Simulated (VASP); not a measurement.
Wanted: the native input for a VASP 6.6.1 run.

```yaml
Task: single point
Functional: r2SCAN
Potentials_or_basis: VASP PAW PBE potentials, release 64 (Ni)
Cutoff: 520 eV
k_mesh: 14 × 14 × 14
Occupations: tetrahedron
Spin: collinear spin, ferromagnetic start
Starting_moments: "[2.0] μB"
Dipole_correction: no
Further_INCAR_settings: ALGO = Normal; EDIFF = 1e-06; NBANDS = 15
```

The system is Ni.

```
CELL_PARAMETERS angstrom
0.00000 1.76725 1.76725
1.76725 0.00000 1.76725
1.76725 1.76725 0.00000
ATOMIC_POSITIONS crystal
Ni 0.00000 0.00000 0.00000
```

One way to write it, as run:

POSCAR

```
Ni
1.0
    0.0000000000      1.7672500000      1.7672500000
    1.7672500000      0.0000000000      1.7672500000
    1.7672500000      1.7672500000      0.0000000000
Ni
1
Direct
    0.0000000000      0.0000000000      0.0000000000
```

INCAR.step1

```
SYSTEM = Ni
ALGO = Normal ; EDIFF = 1E-4
ENCUT = 520 ; GGA = PE
ISMEAR = -5 ; ISPIN = 2
LASPH = .TRUE. ; LCHARG = .FALSE.
LMAXMIX = 4 ; LREAL = .FALSE.
LWAVE = .TRUE. ; MAGMOM = 2
NBANDS = 15 ; NELM = 150
PREC = Accurate ; SIGMA = 0.1
```

INCAR.step2

```
SYSTEM = Ni
ALGO = Normal ; EDIFF = 1E-6
ENCUT = 520 ; ISIF = 2
ISMEAR = -5 ; ISPIN = 2
ISTART = 1 ; LASPH = .TRUE.
LCHARG = .FALSE. ; LMAXMIX = 4
LMIXTAU = .TRUE. ; LORBIT = 11
LREAL = .FALSE. ; LWAVE = .FALSE.
MAGMOM = 2 ; METAGGA = R2SCAN
NBANDS = 15 ; NELM = 150
PREC = Accurate ; SIGMA = 0.1
```

KPOINTS

```
k-points
0
G
  14 14 14
  0 0 0
```

Potentials or basis: VASP PAW PBE potentials, release 64 (Ni).

The run is started by

```console
$ cat potpaw_PBE.64/Ni/POTCAR > POTCAR
$ cp INCAR.step1 INCAR
$ mpirun -np 1 vasp_std > vasp.out
$ cp INCAR.step2 INCAR
$ mpirun -np 1 vasp_std > vasp.out
```

It gave:

| Quantity | Value |
| --- | --- |
| Pressure | -9.2 GPa |
| Net moment | 0.72 μB per cell |
| Site moments | Ni +0.74 μB |
| Valence electrons inside the program's atomic spheres | Ni 9.32 |

Caveat: the PAW data sets were made with another functional, which shifts forces and pressure a little; tetrahedron occupations give inexact forces and stress in metals.

It took 6.7 min on 1 thread of AMD EPYC 7R13, with other jobs on the host, peak memory 0.12 GiB.
